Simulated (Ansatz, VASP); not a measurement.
## ZnS in VASP and in Ansatz

```
Zn S
1.0
     0.00000    2.53101    2.53101
     2.53101    0.00000    2.53101
     2.53101    2.53101    0.00000
Zn S
1 1
Direct
  0.00000 0.00000 0.00000
  0.50000 0.50000 0.50000
```

Change from the starting cell: volume scaled by 1, PAW files.

Alike in both runs: task single point; functional r2SCAN; k mesh 16 × 16 × 16; occupations fermi-dirac, width 0.08 eV; no spin polarisation.

|  | VASP | Ansatz |
| --- | --- | --- |
| version | VASP 6.6.1 | Ansatz 0.2.0 |
| potentials or method | VASP PAW PBE potentials, release 64 (Zn, S) | PAW with Ansatz's default frozen-core files, scalar-relativistic |
| plane-wave cutoff (eV) | 520 | 500 |
| valence electrons in the cell | 18 | 18 |

Ansatz gave:

| Item | Value |
| --- | --- |
| pressure (GPa) | 0.0 |

Estimate VASP's values.

pressure (GPa): 0.2.

VASP's potentials were made for PBE, not for r2SCAN.
